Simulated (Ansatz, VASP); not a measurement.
# Two plane-wave programs on AlN

File INCAR:

```
ALGO = Normal
EDIFF = 1E-7
ENCUT = 520
GGA = PE
ISIF = 2
ISMEAR = 0
LASPH = True
LCHARG = False
LREAL = False
LWAVE = False
NBANDS = 11
NELM = 100
PREC = Accurate
SIGMA = 0.05
```

Contents of KPOINTS:

```
k-points
0
Gamma
  10 10 10
```

The input POSCAR:

```
AlN
1.0
    0.0393825506      1.9698997376      1.9698997376
    1.9698997376      0.0393825506      1.9698997376
    1.9698997376      1.9698997376      0.0393825506
Al N
1 1
Direct
    0.5000000000      0.5000000000      0.5000000000
    0.0000000000      0.0000000000      0.0000000000
```

Input for Ansatz:

```yaml
crystal:
  lattice:
    - [0.0393825506, 1.9698997376, 1.9698997376]
    - [1.9698997376, 0.0393825506, 1.9698997376]
    - [1.9698997376, 1.9698997376, 0.0393825506]
  atoms:
    - { symbol: Al, position: [0.5, 0.5, 0.5] }
    - { symbol: "N", position: [0.0, 0.0, 0.0] }
basis:
  ecutwfc: 520.0
kpoints:
  mp_grid: { grid: [10, 10, 10] }
hamiltonian:
  xc: pbe
  pseudopotentials: { kind: paw, azcp: { folder: soft_1 } }
scf:
  occupations: { method: gaussian, width: 0.05 }
output:
  forces: true
  stress: true
  eigenvalues: true
```

Alike in both runs: task single point; functional PBE; k mesh 10 × 10 × 10; occupations gaussian, width 0.05 eV; no spin polarisation.

|  | VASP | Ansatz |
| --- | --- | --- |
| version | VASP 6.6.1 | Ansatz 0.2.0 |
| potentials or method | VASP PAW PBE potentials, release 64 (Al, N), cutoff 520 eV | scalar-relativistic, plane waves, PAW |
| valence electrons in the cell | 8 | 8 |

|  | VASP | Ansatz | Ansatz less VASP |
| --- | --- | --- | --- |
| gap on the k mesh at the Fermi level (eV) | 4.78 | 4.77 | -0.010 |
| least direct gap on the mesh (eV) | 7.09 | 7.07 | -0.021 |

With one functional, cell and mesh, what is left measures potentials, basis and numerics.
